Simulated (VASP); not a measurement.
# AlRu: single point with PBEsol

The system is AlRu.

```xyz
2
Lattice="2.9764 0.0000 0.0000 0.0000 2.9764 0.0000 0.0000 0.0000 2.9764" Properties=species:S:1:pos:R:3 pbc="T T T"
Al    0.0000    0.0000    0.0000
Ru    1.4882    1.4882    1.5007
```

This cell differs from its parent crystal: all Ru atoms moved +0.013 Å, as atom 2 along Cartesian [0 0 1].

```yaml
Program: VASP 6.6.1
Task: single point
Functional: PBEsol
Potentials_or_basis: VASP PAW PBE potentials, release 64 (Al, Ru_pv)
Cutoff: 520 eV
k_mesh: 20 × 20 × 20
Occupations: gaussian, width 0.15 eV
Spin: no spin polarisation
Dipole_correction: no
Further_INCAR_settings: ALGO = Fast; EDIFF = 1e-07; NBANDS = 16
```

```yaml
Pressure: 0.1 GPa
Largest_force: 0.102 eV/Å
```

Forces in eV/Å, atoms in the order of the input:
```
Al   0.000  0.000  0.102
Ru   0.000  0.000 -0.102
```

Levels at points of the mesh, in eV from the Fermi level:
```
           k point  band 5  band 6  band 7  band 8  band 9  band 10  band 11  band 12  band 13  band 14
(0.00, 0.00, 0.00)   -3.67   -3.67    0.20    0.20    0.20     6.15     6.15     6.15    11.09    11.09
(0.50, 0.00, 0.00)   -5.50   -2.85   -1.63   -1.63    0.46     2.34     7.45    11.08    11.08    12.95
(0.00, 0.00, 0.50)   -5.50   -2.85   -1.63   -1.63    0.46     2.34     7.45    11.08    11.08    12.96
(0.50, 0.50, 0.00)   -3.15   -1.38   -1.38   -1.19   -1.19     1.57     5.38     6.44    10.73    12.00
(0.00, 0.50, 0.50)   -3.15   -1.37   -1.37   -1.19   -1.19     1.57     5.38     6.44    10.73    12.00
(0.50, 0.50, 0.50)   -4.71   -4.71    1.67    1.67    2.70     4.14     4.14     4.14     8.72     8.72
```

Run time: 3.2 min on 1 thread of Intel(R) Xeon(R) Platinum 8488C (Sapphire Rapids) (shared host), peak memory 0.39 GiB.

Caveat: the cell differs from its parent crystal (all Ru atoms moved +0.013 Å, as atom 2 along Cartesian [0 0 1]); the PAW data sets were made with another functional, which shifts forces and pressure a little.
